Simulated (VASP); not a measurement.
Here is a VASP 6.6.1 calculation.

File INCAR:

```
SYSTEM = ZnS4
ALGO     = Normal         ! electronic algorithm
EDIFF    = 1E-6           ! SCF threshold, eV
ENCUT    = 520            ! plane-wave cutoff, eV
GGA      = PE             ! functional
ISIF     = 2              ! what is computed and relaxed
ISMEAR   = 0              ! smearing method
LASPH    = .True.         ! aspherical terms in the spheres
LCHARG   = .False.        ! write CHGCAR
LREAL    = .False.        ! projectors in reciprocal space
LWAVE    = .False.        ! write WAVECAR
NBANDS   = 26             ! bands
NELM     = 80             ! most SCF steps
PREC     = Accurate       ! precision mode
SIGMA    = 0.02           ! smearing width, eV
```

The input KPOINTS:

```
k-points
0
Gamma
  8 8 4
  0 0 0
```

POSCAR

```
ZnS4
1.0
    3.2076291106     -2.4056755075     -0.0149701244
    3.2076291106      2.4056755075     -0.0149701244
   -2.2463935017      0.0000000000      7.1670728105
Zn S
1 4
Direct
    0.0318078489      0.9681921511      0.0000000000
    0.4393708690      1.0031059254      0.8228737142
    0.6616211561      0.6316939486      0.5930341765
   -0.0031059254      0.5606291310      0.1771262858
    0.3683060514      0.3383788439      0.4069658235
```

Potentials or basis: VASP PAW PBE potentials, release 64 (Zn, S).

Launch:

```bash
$ cat potpaw_PBE.64/Zn/POTCAR potpaw_PBE.64/S/POTCAR > POTCAR
$ mpirun -np 1 vasp_std > vasp.out
```

Task: Estimate the largest force.

Result: 0.119 eV/Å.

Task: What does it give for the pressure?

Result: -0.3 GPa.

Task: What does it give for the band gap on the k mesh?

Result: 1.48 eV, indirect (least direct gap 1.61 eV).

Stress tensor (GPa, compression positive):
```
-0.19  0.00 -0.24
 0.00 -0.14  0.00
-0.24  0.00 -0.42
```

A k mesh can miss the band edges.
